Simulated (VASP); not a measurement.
A run of VASP 6.6.1:

INCAR

```
SYSTEM = ScAgTe2
  PREC = Accurate
  ENCUT = 520
  EDIFF = 1E-6
  ISMEAR = 0
  SIGMA = 0.01
  LREAL = .FALSE.
  LASPH = .TRUE.
  NELM = 60
  ALGO = Normal
  ISIF = 2
  LWAVE = .FALSE.
  LCHARG = .FALSE.
  GGA = PE
  NBANDS = 25
```

KPOINTS

```
regular mesh
0
G
  6 6 6
  0 0 0
```

The input POSCAR:

```
ScAgTe2
1.0
    2.1060068629      1.2159036292      7.0056316329
   -2.1060068629      1.2159036292      7.0056316329
    0.0000000000     -2.4318072584      7.0056316329
Ag Sc Te
1 1 2
Direct
    1.0000000000      0.0000000000      0.0000000000
    0.5000000000      0.5000000000      0.5000000000
    0.2465396917      0.2465396917      0.2465396917
    0.7534603083      0.7534603083      0.7534603083
```

Potentials or basis: VASP PAW PBE potentials, release 64 (Ag, Sc_sv, Te).

Run with:

```sh
$ cat potpaw_PBE.64/Ag/POTCAR potpaw_PBE.64/Sc_sv/POTCAR potpaw_PBE.64/Te/POTCAR > POTCAR
$ mpirun -np 1 vasp_std > vasp.out
```

Hardware: 1 thread of Intel(R) Xeon(R) Platinum 8259CL CPU @ 2.50GHz (Skylake/Cascade Lake), with other jobs on the host.

**Question.** How long does it take, and how much memory?

**Answer.** Run time: 3.3 min on 1 thread of Intel(R) Xeon(R) Platinum 8259CL CPU @ 2.50GHz (Skylake/Cascade Lake), on a shared host, peak memory 0.45 GiB. Counts: scf iterations 14, k points 32.
